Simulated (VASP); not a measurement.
## Cl: single point with PBE

The system is Cl.

```xyz
4
Lattice="3.1450 -2.2500 0.0000 3.1450 2.2500 0.0000 0.0000 0.0000 8.2100" Properties=species:S:1:pos:R:3 pbc="T T T"
Cl    3.1450    0.5850    3.2840
Cl    3.1450    1.6650    7.3890
Cl    3.1450   -0.5850    4.9260
Cl    3.1450   -1.6650    0.8210
```

- Program: VASP 6.6.1
- Task: single point
- Functional: PBE
- Potentials or basis: VASP PAW PBE potentials, release 64 (Cl)
- Cutoff: 520 eV
- k mesh: 7 × 7 × 4
- Occupations: fermi-dirac, width 0.05 eV
- Spin: no spin polarisation

- Pressure: 0.3 GPa
- Largest force: 0.175 eV/Å
- Band gap on the k mesh: 2.54 eV (least direct gap 2.59 eV)

Forces in eV/Å, atoms in the order of the input:
```
Cl   0.000 -0.160  0.070
Cl   0.000  0.160  0.070
Cl   0.000  0.160 -0.070
Cl   0.000 -0.160 -0.070
```

Stress tensor (GPa, compression positive):
```
 1.20  0.00  0.00
 0.00  0.08  0.00
 0.00  0.00 -0.42
```

Levels at points of the mesh, in eV from the valence-band top:
```csv
k point,band 10,band 11,band 12,band 13,band 14,band 15,band 16,band 17,band 18,band 19
"(0.00, 0.00, 0.00)",-2.14,-0.69,-0.40,-0.14,-0.05,2.54,3.11,6.94,7.61,8.88
"(0.00, 0.00, 0.50)",-2.14,-0.64,-0.64,-0.10,-0.10,2.74,2.74,7.51,7.51,9.70
```

It took 120 s on 1 thread of Intel Xeon 8259CL, on a shared host, peak memory 0.26 GiB.

Caveat: this functional lacks dispersion, which holds the molecules together, so the pressure and a relaxed volume are unreliable; an odd mesh through Γ misses points on the zone boundary, where band edges can lie.
